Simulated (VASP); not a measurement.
Input of a VASP 6.6.1 run:

POSCAR

```
CdTe
1.0
    0.0000000000      3.2471758892      3.2471758892
    3.2471758892      0.0000000000      3.2471758892
    3.2471758892      3.2471758892      0.0000000000
Cd Te
1 1
Direct
    0.0000000000      0.0000000000      0.0000000000
    0.7500000000      0.7500000000      0.7500000000
```

The input INCAR.step1:

```
SYSTEM = CdTe
ALGO     = Normal         ! electronic algorithm
EDIFF    = 1E-5           ! SCF threshold, eV
ENCUT    = 550            ! plane-wave cutoff, eV
GGA      = PE             ! functional
GGA_COMPAT= .FALSE.      
ISMEAR   = -1             ! smearing method
LASPH    = .TRUE.         ! aspherical terms in the spheres
LCHARG   = .FALSE.        ! write CHGCAR
LREAL    = .FALSE.        ! projectors in reciprocal space
LWAVE    = .TRUE.         ! write WAVECAR
NBANDS   = 16             ! bands
NELM     = 120            ! most SCF steps
PREC     = Accurate       ! precision mode
SIGMA    = 0.08           ! smearing width, eV
```

Contents of INCAR.step2:

```
SYSTEM = CdTe
ALGO     = Normal         ! electronic algorithm
EDIFF    = 1E-6           ! SCF threshold, eV
ENCUT    = 550            ! plane-wave cutoff, eV
GGA_COMPAT= .FALSE.      
ISIF     = 2              ! what is computed and relaxed
ISMEAR   = -1             ! smearing method
ISTART   = 1            
LASPH    = .TRUE.         ! aspherical terms in the spheres
LCHARG   = .FALSE.        ! write CHGCAR
LMIXTAU  = .TRUE.       
LREAL    = .FALSE.        ! projectors in reciprocal space
LWAVE    = .FALSE.        ! write WAVECAR
METAGGA  = R2SCAN         ! meta-GGA
NBANDS   = 16             ! bands
NELM     = 120            ! most SCF steps
PREC     = Accurate       ! precision mode
SIGMA    = 0.08           ! smearing width, eV
```

KPOINTS

```
k-points
0
G
  10 10 10
  0 0 0
```

Potentials or basis: VASP PAW PBE potentials, release 64 (Cd, Te).

Command:

```console
$ cat potpaw_PBE.64/Cd/POTCAR potpaw_PBE.64/Te/POTCAR > POTCAR
$ cp INCAR.step1 INCAR
$ mpirun -np 1 vasp_std > vasp.out
$ cp INCAR.step2 INCAR
$ mpirun -np 1 vasp_std > vasp.out
```

Question: What does it give for the pressure?

Answer: 1.4 GPa.

Question: Predict the band gap on the k mesh.

Answer: 1.25 eV, direct.

Caveat: the PAW data sets were made with another functional, which shifts forces and pressure a little; spin-orbit coupling is left out, which moves the levels of the heavy elements.
